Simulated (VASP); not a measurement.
# Bi (I4/mmm) in VASP: a series of runs

The runs below take Bi through single point, with PBE+D3(BJ).

All numbers are computed with VASP 6.6.1; they aren't measurements. Logs are shortened: lines on timing, memory, paths and dates and some standing lists are left out, and cuts for length are marked.

## (1) The cell of the first run

It takes space group I4/mmm (No. 139, tetragonal). Conventional cell: a = 3.463 Å, b = 3.463 Å, c = 5.422 Å, α = 90.00°, β = 90.00°, γ = 90.00°. Within 4.6 Å of Bi (site symmetry 4/mmm) lie 12 Bi at 3.46 to 3.65 Å.

## (2) Single point, PBE+D3(BJ) (32.50 Å³/atom)

INCAR

```
SYSTEM = Bi
ALGO = Fast ; EDIFF = 1E-6
ENCUT = 520 ; GGA = PE
ISIF = 2 ; ISMEAR = 0
IVDW = 12 ; LASPH = .True.
LCHARG = .False. ; LREAL = .False.
LWAVE = .False. ; NBANDS = 14
NELM = 80 ; PREC = Accurate
SIGMA = 0.15
```

KPOINTS

```
k-points
0
Gamma
  18 18 18
  0 0 0
```

POSCAR

```
Bi
1.0
   -1.7312780168      1.7312780168      2.7108351187
    1.7312780168     -1.7312780168      2.7108351187
    1.7312780168      1.7312780168     -2.7108351187
Bi
1
Direct
    0.0000000000      0.0000000000      0.0000000000
```

Potentials or basis: VASP PAW PBE potentials, release 64 (Bi_d).

Launch:

```bash
> cat potpaw_PBE.64/Bi_d/POTCAR > POTCAR
> mpirun -np 1 vasp_std > vasp.out
```

OUTCAR:

```text
SYSTEM = Bi
   EDIFF = 1E-6
   ENCUT = 520
   GGA = PE
   ISIF = 2
   ISMEAR = 0
   IVDW = 12
   LASPH = .True.
   LREAL = .False.
   NELM = 80
   PREC = Accurate
 IVDW          = 12

 ion  position               nearest neighbor table
   1  0.000  0.000  0.000-

  LATTYP: Found a body centered tetragonal cell.
 ALAT       =     3.4625560336
 C/A-ratio  =     1.5658000000

  Lattice vectors:

 A1 = (  -1.7312780168,   1.7312780168,   2.7108351187)
 A2 = (   1.7312780168,  -1.7312780168,   2.7108351187)
 A3 = (   1.7312780168,   1.7312780168,  -2.7108351187)

Analysis of symmetry for initial positions (statically):
=====================================================================
 Subroutine PRICEL returns:
 Original cell was already a primitive cell.

 Routine SETGRP: Setting up the symmetry group for a
 body centered tetragonal supercell.

 Subroutine GETGRP returns: Found 16 space group operations
 (whereof 16 operations were pure point group operations)
 out of a pool of 16 trial point group operations.

The static configuration has the point symmetry D_4h.

Analysis of symmetry for dynamics (positions and initial velocities):
=====================================================================
 Subroutine PRICEL returns:
 Original cell was already a primitive cell.

 Routine SETGRP: Setting up the symmetry group for a
 body centered tetragonal supercell.

 Subroutine GETGRP returns: Found 16 space group operations
 (whereof 16 operations were pure point group operations)
 out of a pool of 16 trial point group operations.

The dynamic configuration has the point symmetry D_4h.

 Subroutine INISYM returns: Found 16 space group operations
 (whereof 16 operations are pure point group operations),
 and found     1 'primitive' translations

----------------------------------------------------------------------------------------

                                     Primitive cell

  volume of cell :      32.5010

  direct lattice vectors                    reciprocal lattice vectors
    -1.731278017  1.731278017  2.710835119     0.000000000  0.288803991  0.184445006
     1.731278017 -1.731278017  2.710835119     0.288803991  0.000000000  0.184445006
     1.731278017  1.731278017 -2.710835119     0.288803991  0.288803991  0.000000000

  length of vectors
     3.652844670  3.652844670  3.652844670     0.342677261  0.342677261  0.408430520

  position of ions in fractional coordinates (direct lattice)
     0.000000000  0.000000000  0.000000000

  ion indices of the primitive-cell ions
   primitive index   ion index
[... 84 lines left out ...]
   NELECT =      15.0000    total number of electrons
   NUPDOWN=      -1.0000    fix difference up-down
   EMIN   =  10.00;   EMAX   =-10.00  energy-range for DOS
   EFERMI =   0.00;   METHOD = LEGACY
   ISMEAR =     0;   SIGMA  =   0.15  broadening in eV -4-tet -1-fermi 0-gaus
   EFERMI_NEDOS =   21; number of points for ismear=-14 and -15
   IALGO  =     68    algorithm
   IMIX   =      4    mixing-type and parameters
     AMIX     =   0.40;   BMIX     =  1.00
     AMIX_MAG =   1.60;   BMIX_MAG =  1.00
  volume/ion in A,a.u.               =      32.50       219.33
  Fermi-wavevector in a.u.,A,eV,Ry     =   1.265143  2.390774 21.777312  1.600587
  Thomas-Fermi vector in A             =   2.398412
   LORBIT       =      0    0 simple, 1 ext, 2 COOP (PROOUT), +10 PAW based schemes
   GGA     = PE    functional components
   LHFCALC =     F    Hartree Fock is set to
   AEXX    =    0.0000 exact exchange contribution
   IVDW    =    12    specifies the selected vdW correction
   LEPSILON=     F    determine dielectric tensor
   LRPA    =     F    only Hartree local field effects (RPA)
 non-spin polarized calculation
 RMM-DIIS sequential band-by-band and
 Gauss-broadening in eV      SIGMA  =   0.15
  energy-cutoff  :      520.00
  volume of cell :       32.50
 maximum number of plane-waves:       890
   NGX = 13   NGY = 13   NGZ = 13

 number of electron      14.9999995 magnetization

 Free energy of the ion-electron system (eV)
  ---------------------------------------------------
  ext. energy  EPLUGINS =         0.00000000
  ---------------------------------------------------
  free energy    TOTEN  =        -3.71041541 eV

  energy without entropy =       -3.70243780  energy(sigma->0) =       -3.70642660

 E-fermi :   7.4775     XC(G=0): -10.0873

 val. band max:        7.4694207500   @ k =  -0.3889   0.5000   0.2222
 cond. band min:       7.4898868399   @ k =  -0.4444  -0.4444   0.3333
 fundamental gap:      0.0204660899
 Fermi energy:         7.4775182750

 k-point     1 :       0.0000    0.0000    0.0000
  band No.  band energies     occupation
      1     -15.6350      2.00000
      2     -15.5849      2.00000
      3     -15.5849      2.00000
      4     -15.5823      2.00000
      5     -15.5044      2.00000
      6      -5.8504      2.00000
      7      12.0204      0.00000
      8      12.1569      0.00000
      9      12.1569      0.00000
     10      15.8055      0.00000
     11      16.6559      0.00000
     12      17.8464      0.00000
     13      18.2932      0.00000
     14      18.2934      0.00000
[... 377 lines left out ...]
      1     -15.6083      2.00000
      2     -15.5943      2.00000
      3     -15.5676      2.00000
      4     -15.5482      2.00000
      5     -15.5137      2.00000
      6      -5.1219      2.00000
      7       7.5364      0.57877
      8      10.7757      0.00000
      9      11.6477      0.00000
     10      15.2133      0.00000
     11      17.4461      0.00000
     12      18.0677      0.00000
     13      18.4045      0.00000
     14      19.9628      0.00000

 [... further k-points ...]

------------------------ aborting loop because EDIFF is reached ----------------------------------------

 Edisp (eV)   -0.48527

 E8    (eV) :    -0.2388

  FORCE on cell =-STRESS in cart. coord.  units (eV):
  Direction    XX          YY          ZZ          XY          YZ          ZX
  --------------------------------------------------------------------------------------
  -------------------------------------------------------------------------------------
  Total      -0.73449    -0.73449    -0.59403     0.00000     0.00000     0.00000
  in kB     -36.20759   -36.20759   -29.28361     0.00000     0.00000     0.00000
  external pressure =      -33.90 kB  Pullay stress =        0.00 kB

 VOLUME and BASIS-vectors are now :
 -----------------------------------------------------------------------------
  energy-cutoff  :      520.00
  volume of cell :       32.50
      direct lattice vectors                 reciprocal lattice vectors
    -1.731278017  1.731278017  2.710835119     0.000000000  0.288803991  0.184445006
     1.731278017 -1.731278017  2.710835119     0.288803991  0.000000000  0.184445006
     1.731278017  1.731278017 -2.710835119     0.288803991  0.288803991  0.000000000

 POSITION                                       TOTAL-FORCE (eV/Angst)
 -----------------------------------------------------------------------------------
      0.00000      0.00000      0.00000        -0.000000      0.000000      0.000000
 -----------------------------------------------------------------------------------
    total drift:                               -0.000000      0.000000      0.000000

  FREE ENERGIE OF THE ION-ELECTRON SYSTEM (eV)
  ---------------------------------------------------
  free  energy   TOTEN  =        -4.1956889725 eV

  energy  without entropy=       -4.1877113637  energy(sigma->0) =       -4.19170017
```

OSZICAR:

```text
N       E                     dE             d eps       ncg     rms          rms(c)
DAV:   1     0.114056896190E+03    0.11406E+03   -0.77012E+03 13528   0.121E+03
DAV:   2     0.297376601483E+01   -0.11108E+03   -0.10774E+03 14460   0.336E+02
DAV:   3    -0.355330085735E+01   -0.65271E+01   -0.64990E+01 16886   0.794E+01
DAV:   4    -0.370756642764E+01   -0.15427E+00   -0.15423E+00 17176   0.131E+01
DAV:   5    -0.371428134225E+01   -0.67149E-02   -0.67147E-02 19374   0.247E+00    0.465E-01
RMM:   6    -0.371055010488E+01    0.37312E-02   -0.65728E-03 16235   0.932E-01    0.290E-01
RMM:   7    -0.371024770085E+01    0.30240E-03   -0.65403E-03 16512   0.797E-01    0.831E-02
RMM:   8    -0.371036683978E+01   -0.11914E-03   -0.12075E-03 18422   0.499E-01    0.161E-02
RMM:   9    -0.371040996285E+01   -0.43123E-04   -0.41422E-04 20292   0.197E-01    0.117E-02
RMM:  10    -0.371041145430E+01   -0.14914E-05   -0.83769E-05 18589   0.131E-01    0.150E-03
RMM:  11    -0.371041511469E+01   -0.36604E-05   -0.40517E-05 23044   0.587E-02    0.231E-03
RMM:  12    -0.371041540644E+01   -0.29175E-06   -0.41739E-06 12499   0.193E-02
   1 F= -.41956890E+01 E0= -.41917002E+01  d E =-.797761E-02
```

It took 1.9 min on 1 thread of AMD EPYC 9R45 (Zen 5), shared host; peak memory 0.29 GiB.

Results:

| Property | Result |
| --- | --- |
| Free energy | -4.1957 eV |
| Pressure | -3.4 GPa |
| Band gap on the k mesh | zero (an odd number of electrons rules out a gap without spin polarisation) |
| Dispersion energy per atom | -0.485 eV |

Levels at points of the mesh, in eV from the Fermi level:
| k point | band 3 | band 4 | band 5 | band 6 | band 7 | band 8 | band 9 | band 10 | band 11 | band 12 |
| --- | --- | --- | --- | --- | --- | --- | --- | --- | --- | --- |
| (0.00, 0.00, 0.00) | -23.06 | -23.06 | -22.98 | -13.33 | 4.54 | 4.68 | 4.68 | 8.33 | 9.18 | 10.37 |
| (0.50, 0.00, 0.00) | -23.05 | -22.96 | -22.94 | -10.68 | -5.04 | 2.36 | 3.93 | 6.65 | 8.84 | 9.40 |
| (0.50, 0.50, 0.00) | -22.97 | -22.97 | -22.89 | -9.39 | -4.04 | -0.33 | 0.39 | 3.76 | 4.97 | 15.38 |
| (0.50, 0.50, 0.50) | -22.95 | -22.95 | -22.95 | -10.27 | -4.67 | 1.12 | 1.12 | 4.70 | 5.86 | 17.85 |

Caveat: the cell stands under tension; spin-orbit coupling is left out, which moves the levels of the heavy elements.

## (3) Single point, PBE+D3(BJ) (32.50 Å³/atom)

INCAR

```
  PREC = Accurate
  ENCUT = 520
  EDIFF = 1E-7
  ISMEAR = 0
  SIGMA = 0.15
  LREAL = False
  LASPH = True
  NELM = 80
  ALGO = Fast
  ISIF = 2
  LWAVE = False
  LCHARG = False
  GGA = PE
  IVDW = 12
  NBANDS = 14
```

KPOINTS

```
regular mesh
0
Gamma
  18 18 18
```

POSCAR

```
Bi
1.0
   -2.1130554984      2.1130554984      1.8197633952
    2.1130554984     -2.1130554984      1.8197633952
    2.1130554984      2.1130554984     -1.8197633952
Bi
1
Direct
    0.0000000000      0.0000000000      0.0000000000
```

Potentials or basis: VASP PAW PBE potentials, release 64 (Bi_d).

Launch:

```bash
> cat potpaw_PBE.64/Bi_d/POTCAR > POTCAR
> mpirun -np 1 vasp_std > vasp.out
```

Wall time 2.2 min (1 thread of AMD EPYC 9R45 (Zen 5), shared host); peak memory 0.29 GiB.

Results (log left out):

| Property | Result |
| --- | --- |
| Free energy | -4.2332 eV |
| Pressure | -3.4 GPa |
| Band gap on the k mesh | zero (an odd number of electrons rules out a gap without spin polarisation) |
| Dispersion energy per atom | -0.486 eV |

Stress tensor (GPa, compression positive):
```
-3.46  0.00  0.00
 0.00 -3.46  0.00
 0.00  0.00 -3.29
```

Levels at points of the mesh, in eV from the Fermi level:
```csv
k point,band 3,band 4,band 5,band 6,band 7,band 8,band 9,band 10,band 11,band 12
"(0.00, 0.00, 0.00)",-23.04,-23.00,-22.93,-13.30,4.31,4.31,5.41,8.20,9.68,10.32
"(0.50, 0.00, 0.00)",-22.96,-22.93,-22.88,-10.23,-4.78,1.10,2.53,5.31,6.77,11.61
"(0.50, 0.50, 0.00)",-22.98,-22.96,-22.89,-10.87,-5.06,2.64,4.55,7.10,9.11,10.19
"(0.50, 0.50, 0.50)",-22.91,-22.91,-22.87,-8.80,-2.46,-2.46,-0.02,2.98,4.55,15.51
```

Caveat: the cell stands under tension; spin-orbit coupling is left out, which moves the levels of the heavy elements.

## (4) Single point, PBE+D3(BJ) (32.50 Å³/atom)

INCAR

```
SYSTEM = Bi
  PREC = Accurate
  ENCUT = 520
  EDIFF = 1E-7
  ISMEAR = 0
  SIGMA = 0.15
  LREAL = .FALSE.
  LASPH = .TRUE.
  NELM = 60
  ALGO = Fast
  ISIF = 2
  LWAVE = .FALSE.
  LCHARG = .FALSE.
  GGA = PE
  IVDW = 12
  NBANDS = 14
```

KPOINTS

```
regular mesh
0
G
  18 18 18
  0 0 0
```

POSCAR

```
Bi
1.0
   -1.8197259828      1.8197259828      2.4537185152
    1.8197259828     -1.8197259828      2.4537185152
    1.8197259828      1.8197259828     -2.4537185152
Bi
1
Direct
    0.0000000000      0.0000000000      0.0000000000
```

Potentials or basis: VASP PAW PBE potentials, release 64 (Bi_d).

Launch:

```bash
> cat potpaw_PBE.64/Bi_d/POTCAR > POTCAR
> mpirun -np 1 vasp_std > vasp.out
```

OUTCAR:

```text
SYSTEM = Bi
   PREC = Accurate
   ENCUT = 520
   EDIFF = 1E-7
   ISMEAR = 0
   LREAL = .FALSE.
   LASPH = .TRUE.
   NELM = 60
   ISIF = 2
   GGA = PE
   IVDW = 12
 IVDW          = 12

 ion  position               nearest neighbor table
   1  0.000  0.000  0.000-

  LATTYP: Found a body centered tetragonal cell.
 ALAT       =     3.6394519656
 C/A-ratio  =     1.3484000000

  Lattice vectors:

 A1 = (  -1.8197259828,   1.8197259828,   2.4537185152)
 A2 = (   1.8197259828,  -1.8197259828,   2.4537185152)
 A3 = (   1.8197259828,   1.8197259828,  -2.4537185152)

Analysis of symmetry for initial positions (statically):
=====================================================================
 Subroutine PRICEL returns:
 Original cell was already a primitive cell.

 Routine SETGRP: Setting up the symmetry group for a
 body centered tetragonal supercell.

 Subroutine GETGRP returns: Found 16 space group operations
 (whereof 16 operations were pure point group operations)
 out of a pool of 16 trial point group operations.

The static configuration has the point symmetry D_4h.

Analysis of symmetry for dynamics (positions and initial velocities):
[... 173 lines left out ...]
      7      12.1046      0.00000
      8      12.1400      0.00000
      9      12.1400      0.00000
     10      15.8215      0.00000
     11      16.5804      0.00000
     12      18.0074      0.00000
     13      18.0074      0.00000
     14      18.2052      0.00000
[... 377 lines left out ...]
      1     -15.6089      2.00000
      2     -15.5936      2.00000
      3     -15.5756      2.00000
      4     -15.5490      2.00000
      5     -15.5244      2.00000
      6      -5.1472      2.00000
      7       7.6136      0.24707
      8      11.0813      0.00000
      9      11.4036      0.00000
     10      15.2844      0.00000
     11      17.0930      0.00000
     12      18.2649      0.00000
     13      18.7224      0.00000
     14      19.7415      0.00000

 [... further k-points ...]

------------------------ aborting loop because EDIFF is reached ----------------------------------------

 Edisp (eV)   -0.48506

 E8    (eV) :    -0.2387

  FORCE on cell =-STRESS in cart. coord.  units (eV):
  Direction    XX          YY          ZZ          XY          YZ          ZX
  --------------------------------------------------------------------------------------
  -------------------------------------------------------------------------------------
  Total      -0.66798    -0.66798    -0.80717     0.00000    -0.00000     0.00000
  in kB     -32.92877   -32.92877   -39.79066     0.00000    -0.00000     0.00000
  external pressure =      -35.22 kB  Pullay stress =        0.00 kB

 VOLUME and BASIS-vectors are now :
 -----------------------------------------------------------------------------
  energy-cutoff  :      520.00
  volume of cell :       32.50
      direct lattice vectors                 reciprocal lattice vectors
    -1.819725983  1.819725983  2.453718515     0.000000000  0.274766643  0.203772355
     1.819725983 -1.819725983  2.453718515     0.274766643  0.000000000  0.203772355
     1.819725983  1.819725983 -2.453718515     0.274766643  0.274766643  0.000000000

 POSITION                                       TOTAL-FORCE (eV/Angst)
 -----------------------------------------------------------------------------------
      0.00000      0.00000      0.00000         0.000000      0.000000      0.000000
 -----------------------------------------------------------------------------------
    total drift:                                0.000000      0.000000      0.000000

  FREE ENERGIE OF THE ION-ELECTRON SYSTEM (eV)
  ---------------------------------------------------
  free  energy   TOTEN  =        -4.1902366526 eV

  energy  without entropy=       -4.1801858528  energy(sigma->0) =       -4.18521125
```

Run time: 2.1 min. Hardware: 1 thread of AMD EPYC 9R45 (Zen 5), shared host; peak memory 0.29 GiB.

Results:

```yaml
Free_energy: -4.1902 eV
Pressure: -3.5 GPa
Band_gap_on_the_k_mesh: zero (an odd number of electrons rules out a gap without spin polarisation)
Dispersion_energy_per_atom: -0.485 eV
```

Levels at points of the mesh, in eV from the Fermi level:
| k point | band 3 | band 4 | band 5 | band 6 | band 7 | band 8 | band 9 | band 10 | band 11 | band 12 |
| --- | --- | --- | --- | --- | --- | --- | --- | --- | --- | --- |
| (0.00, 0.00, 0.00) | -23.08 | -23.05 | -23.02 | -13.34 | 4.61 | 4.65 | 4.65 | 8.33 | 9.09 | 10.52 |
| (0.50, 0.00, 0.00) | -23.08 | -22.98 | -22.97 | -10.70 | -5.06 | 2.84 | 3.45 | 6.99 | 8.66 | 9.17 |
| (0.50, 0.50, 0.00) | -22.98 | -22.97 | -22.95 | -9.82 | -4.39 | 0.36 | 0.68 | 4.15 | 5.35 | 16.66 |
| (0.50, 0.50, 0.50) | -22.98 | -22.95 | -22.95 | -9.45 | -4.06 | -0.01 | -0.01 | 3.74 | 4.90 | 16.38 |

Caveat: the cell stands under tension; spin-orbit coupling is left out, which moves the levels of the heavy elements.

[end of part 1 of 2]

The gap in the log of VASP goes by the Fermi energy; the results here count the filled bands.